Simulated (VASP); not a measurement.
# Br (Cmce) in VASP: a series of runs, part 2 of 2

VASP 6.6.1. The steps go on from the part before.

## (4) Single point, PBE+D3(BJ)

This run uses another cell than the first one, of 25.68 Å³/atom, 0.838 times its volume.

INCAR reads:

```
  PREC = Accurate
  ENCUT = 520
  EDIFF = 1E-7
  ISMEAR = 0
  SIGMA = 0.02
  LREAL = F
  LASPH = T
  NELM = 100
  ALGO = Normal
  ISIF = 2
  LWAVE = F
  LCHARG = T
  GGA = PE
  IVDW = 12
  LELF = T
  LVHAR = T
  NBANDS = 22
```

KPOINTS reads:

```
Automatic mesh
0
Gamma
  8 8 4
```

POSCAR reads:

```
Br
1.0
    3.1217569059     -1.9667073419      0.0000000000
    3.1217569059      1.9667073419      0.0000000000
    0.0000000000      0.0000000000      8.3638724557
Br
4
Direct
    0.1652347397      0.8347652603      0.1206499102
    0.6652347397      0.3347652603      0.3793500898
    0.8347652603      0.1652347397      0.8793500898
    0.3347652603      0.6652347397      0.6206499102
```

Potentials or basis: VASP PAW PBE potentials, release 64 (Br).

Run with:

```
cat potpaw_PBE.64/Br/POTCAR > POTCAR
mpirun -np 1 vasp_std > vasp.out
```

OUTCAR:

```text
PREC = Accurate
   ENCUT = 520
   EDIFF = 1E-7
   ISMEAR = 0
   LREAL = F
   LASPH = T
   NELM = 100
   ISIF = 2
   GGA = PE
   IVDW = 12
 IVDW          = 12

 ion  position               nearest neighbor table
   1  0.165  0.835  0.121-   3 2.40
   2  0.665  0.335  0.379-   4 2.40
   3  0.835  0.165  0.879-   1 2.40
   4  0.335  0.665  0.621-   2 2.40

  LATTYP: Found a base centered orthorhombic cell.
 ALAT       =     3.9334146838
 B/A-ratio  =     1.5873011909
 C/A-ratio  =     2.1263642733

  Lattice vectors:

 A1 = (  -3.1217569059,  -1.9667073419,   0.0000000000)
 A2 = (   3.1217569059,  -1.9667073419,   0.0000000000)
 A3 = (   0.0000000000,   0.0000000000,   8.3638724557)

Analysis of symmetry for initial positions (statically):
=====================================================================
 Subroutine PRICEL returns:
 Original cell was already a primitive cell.

 Routine SETGRP: Setting up the symmetry group for a
 base centered orthorhombic supercell.

 Subroutine GETGRP returns: Found  8 space group operations
 (whereof  4 operations were pure point group operations)
 out of a pool of  8 trial point group operations.

The static configuration has the point symmetry C_2h.
 The point group associated with its full space group is D_2h.

Analysis of symmetry for dynamics (positions and initial velocities):
=====================================================================
 Subroutine PRICEL returns:
 Original cell was already a primitive cell.

 Routine SETGRP: Setting up the symmetry group for a
 base centered orthorhombic supercell.

 Subroutine GETGRP returns: Found  8 space group operations
 (whereof  4 operations were pure point group operations)
 out of a pool of  8 trial point group operations.

The dynamic configuration has the point symmetry C_2h.
 The point group associated with its full space group is D_2h.

 Subroutine INISYM returns: Found  8 space group operations
 (whereof  4 operations are pure point group operations),
 and found     1 'primitive' translations

----------------------------------------------------------------------------------------

                                     Primitive cell

  volume of cell :     102.7014

  direct lattice vectors                    reciprocal lattice vectors
     3.121756906 -1.966707342  0.000000000     0.160166219 -0.254232030  0.000000000
     3.121756906  1.966707342  0.000000000     0.160166219  0.254232030  0.000000000
     0.000000000  0.000000000  8.363872456     0.000000000  0.000000000  0.119561842

  length of vectors
     3.689621112  3.689621112  8.363872456     0.300478190  0.300478190  0.119561842

  position of ions in fractional coordinates (direct lattice)
     0.165234740  0.834765260  0.120649910
     0.665234740  0.334765260  0.379350090
     0.834765260  0.165234740  0.879350090
     0.334765260  0.665234740  0.620649910

  ion indices of the primitive-cell ions
   primitive index   ion index
                 1           1
                 2           2
                 3           3
                 4           4

----------------------------------------------------------------------------------------

 KPOINTS: Automatic mesh

Automatic generation of k-mesh.
 Grid dimensions read from file:
 generate k-points for:    8    8    4

 Generating k-lattice:

  Cartesian coordinates                     Fractional coordinates (reciprocal lattice)
     0.020020777 -0.031779004  0.000000000     0.125000000  0.000000000  0.000000000
     0.020020777  0.031779004  0.000000000     0.000000000  0.125000000  0.000000000
     0.000000000  0.000000000  0.029890461     0.000000000  0.000000000  0.250000000

  Length of vectors
     0.037559774  0.037559774  0.029890461

  Shift w.r.t. Gamma in fractional coordinates (k-lattice)
     0.000000000  0.000000000  0.000000000

 Subroutine IBZKPT returns following result:
 ===========================================

 Found     63 irreducible k-points:

 Following reciprocal coordinates:
            Coordinates               Weight
  0.000000  0.000000  0.000000      1.000000
  0.125000  0.000000  0.000000      4.000000
  0.250000  0.000000  0.000000      4.000000
  0.375000  0.000000  0.000000      4.000000
  0.500000  0.000000  0.000000      2.000000
  0.125000  0.125000  0.000000      2.000000
[... 16 lines left out ...]
  0.125000  0.000000  0.250000      8.000000
  0.250000  0.000000  0.250000      8.000000
 [... further k-points ...]
   k-points           NKPTS =     63   k-points in BZ     NKDIM =     63   number of bands    NBANDS=     22
   number of dos      NEDOS =    301   number of ions     NIONS =      4
   total plane-waves  NPLWV =  50176
   dimension x,y,z NGX =    28 NGY =   28 NGZ =   64
   dimension x,y,z NGXF=    56 NGYF=   56 NGZF=  128
   ions per type =               4
   NGX,Y,Z   is equivalent  to a cutoff of  12.62, 12.62, 12.72 a.u.
   NGXF,Y,Z  is equivalent  to a cutoff of  25.23, 25.23, 25.44 a.u.
 SYSTEM =  unknown system
   PREC   = accura    normal or accurate (medium, high low for compatibility)
   ISTART =      0    job   : 0-new  1-cont  2-samecut
   ICHARG =      2    charge: 1-file 2-atom 10-const
   ISPIN  =      1    spin polarized calculation?
   LNONCOLLINEAR =      F non collinear calculations
   LSORBIT =      F    spin-orbit coupling
   LASPH  =      T    aspherical Exc in radial PAW
   ENCUT  =  520.0 eV  38.22 Ry    6.18 a.u.   6.86  6.86 15.55*2*pi/ulx,y,z
   NELM   =    100;   NELMIN=  2; NELMDL= -5     # of ELM steps
   EDIFF  = 0.1E-06   stopping-criterion for ELM
   LREAL  =      F    real-space projection
   EDIFFG = 0.1E-05   stopping-criterion for IOM
   NSW    =      0    number of steps for IOM
   IBRION =     -1    ionic relax: 0-MD 1-quasi-New 2-CG
   NFREE  =      0    steps in history (QN), initial steepest desc. (CG)
   ISIF   =      2    stress and relaxation
   ISYM   =      2    0-nonsym 1-usesym 2-fastsym
   POTIM  = 0.5000    time-step for ionic-motion
   TEBEG  =    0.0;   TEEND  =   0.0 temperature during run
   PSTRESS=    0.0 pullay stress
   NELECT =      28.0000    total number of electrons
   NUPDOWN=      -1.0000    fix difference up-down
   EMIN   =  10.00;   EMAX   =-10.00  energy-range for DOS
   EFERMI =   0.00;   METHOD = LEGACY
   ISMEAR =     0;   SIGMA  =   0.02  broadening in eV -4-tet -1-fermi 0-gaus
   EFERMI_NEDOS =   21; number of points for ismear=-14 and -15
   IALGO  =     38    algorithm
   IMIX   =      4    mixing-type and parameters
     AMIX     =   0.40;   BMIX     =  1.00
     AMIX_MAG =   1.60;   BMIX_MAG =  1.00
  volume/ion in A,a.u.               =      25.68       173.27
  Fermi-wavevector in a.u.,A,eV,Ry     =   1.061538  2.006015 15.331893  1.126862
  Thomas-Fermi vector in A             =   2.196957
   LORBIT       =      0    0 simple, 1 ext, 2 COOP (PROOUT), +10 PAW based schemes
   GGA     = PE    functional components
   LHFCALC =     F    Hartree Fock is set to
   AEXX    =    0.0000 exact exchange contribution
   IVDW    =    12    specifies the selected vdW correction
   LEPSILON=     F    determine dielectric tensor
   LRPA    =     F    only Hartree local field effects (RPA)
 non-spin polarized calculation
 Gauss-broadening in eV      SIGMA  =   0.02
  energy-cutoff  :      520.00
  volume of cell :      102.70
 maximum number of plane-waves:      2788
   NGX = 13   NGY = 13   NGZ = 31

 number of electron      27.9999995 magnetization

 Free energy of the ion-electron system (eV)
  ---------------------------------------------------
  ext. energy  EPLUGINS =         0.00000000
  ---------------------------------------------------
  free energy    TOTEN  =        -6.02903607 eV

  energy without entropy =       -6.02903607  energy(sigma->0) =       -6.02903607

 E-fermi :   2.2680     XC(G=0):  -9.2436

 val. band max:        2.1456577937   @ k =   0.5000   0.0000   0.5000
 cond. band min:       3.2623309123   @ k =   0.5000   0.3750   0.0000
 fundamental gap:      1.1166731186
 Fermi energy:         2.2679664795

 k-point     1 :       0.0000    0.0000    0.0000
  band No.  band energies     occupation
      1     -14.4365      2.00000
      2     -13.4755      2.00000
      3     -12.3243      2.00000
      4     -10.5544      2.00000
      5      -3.5416      2.00000
      6      -1.5121      2.00000
[... 574 lines left out ...]
      6      -2.6709      2.00000
[... 14 lines left out ...]
     21      11.3405      0.00000
     22      11.8231      0.00000

 [... further k-points ...]

------------------------ aborting loop because EDIFF is reached ----------------------------------------

 Edisp (eV)   -1.15054

 E8    (eV) :    -0.4589

  FORCE on cell =-STRESS in cart. coord.  units (eV):
  Direction    XX          YY          ZZ          XY          YZ          ZX
  --------------------------------------------------------------------------------------
  -------------------------------------------------------------------------------------
  Total       2.55802     2.56724     2.60045     0.00000    -0.00000     0.00000
  in kB      39.90605    40.04978    40.56794     0.00000    -0.00000     0.00000
  external pressure =       40.17 kB  Pullay stress =        0.00 kB

 VOLUME and BASIS-vectors are now :
 -----------------------------------------------------------------------------
  energy-cutoff  :      520.00
  volume of cell :      102.70
      direct lattice vectors                 reciprocal lattice vectors
     3.121756906 -1.966707342  0.000000000     0.160166219 -0.254232030  0.000000000
     3.121756906  1.966707342  0.000000000     0.160166219  0.254232030  0.000000000
     0.000000000  0.000000000  8.363872456     0.000000000  0.000000000  0.119561842

 POSITION                                       TOTAL-FORCE (eV/Angst)
 -----------------------------------------------------------------------------------
      3.12176      1.31677      1.00910         0.000000     -0.000678      0.005530
      3.12176     -0.64994      3.17284         0.000000     -0.000678     -0.005530
      3.12176     -1.31677      7.35477         0.000000      0.000678     -0.005530
      3.12176      0.64994      5.19104         0.000000      0.000678      0.005530
 -----------------------------------------------------------------------------------
    total drift:                               -0.000000     -0.000000     -0.000000

  FREE ENERGIE OF THE ION-ELECTRON SYSTEM (eV)
  ---------------------------------------------------
  free  energy   TOTEN  =        -7.1795727319 eV

  energy  without entropy=       -7.1795727319  energy(sigma->0) =       -7.17957273
```

It took 1.9 min on 1 thread of AMD EPYC 7R13 (Zen 3), shared host; peak memory 0.23 GiB.

What came out:

```yaml
Free_energy: -7.1796 eV
Pressure: 4.0 GPa
Largest_force: 0.006 eV/Å
Band_gap_on_the_k_mesh: 1.12 eV, indirect (least direct gap 1.45 eV)
Dispersion_energy_per_atom: -0.288 eV
```

Forces in eV/Å, atoms in the order of the input:
```
Br   0.000 -0.001  0.006
Br   0.000 -0.001 -0.006
Br   0.000  0.001 -0.006
Br   0.000  0.001  0.006
```

Levels at points of the mesh, in eV from the valence-band top:
```tsv
k point	band 12	band 13	band 14	band 15	band 16	band 17
(0.00, 0.00, 0.00)	-0.92	-0.31	-0.05	1.41	2.37	6.21
(0.50, 0.00, 0.00)	-1.86	-0.87	-0.87	2.56	2.56	6.60
(0.50, 0.50, 0.00)	-1.95	-1.23	-0.59	1.18	1.94	6.02
(0.00, 0.00, 0.50)	-1.07	-0.16	-0.16	1.56	1.56	7.10
(0.50, 0.00, 0.50)	-1.20	0.00	0.00	1.58	1.58	7.16
(0.50, 0.50, 0.50)	-1.57	-1.55	-1.55	1.26	1.26	7.34
```

## (5) The runs side by side

| cell | k mesh | smearing | gap on the mesh (eV) | pressure (GPa) | largest force (eV/Å) |
| --- | --- | --- | --- | --- | --- |
| a = 4.031, b = 4.031, c = 8.477 Å, angles 90.0, 90.0, 62.8°, 4 atoms | 6 × 6 × 4 | gaussian 0.1 eV | 1.37 | 0.1 | 0.02 |
| a = 3.434, b = 3.434, c = 8.171 Å, angles 90.0, 90.0, 65.7°, 4 atoms | 8 × 8 × 4 | gaussian 0.02 eV | 0.84 | 12.0 | 0.01 |
| a = 3.690, b = 3.690, c = 8.364 Å, angles 90.0, 90.0, 64.4°, 4 atoms | 8 × 8 × 4 | gaussian 0.02 eV | 1.12 | 4.0 | 0.01 |

Alike in all rows: task single point; level PBE+D3(BJ); potentials or basis VASP PAW PBE potentials, release 64 (Br); no spin polarisation; cutoff (eV) 520.

Total energies depend on the potentials used, so only differences within one code and one set of settings carry meaning.
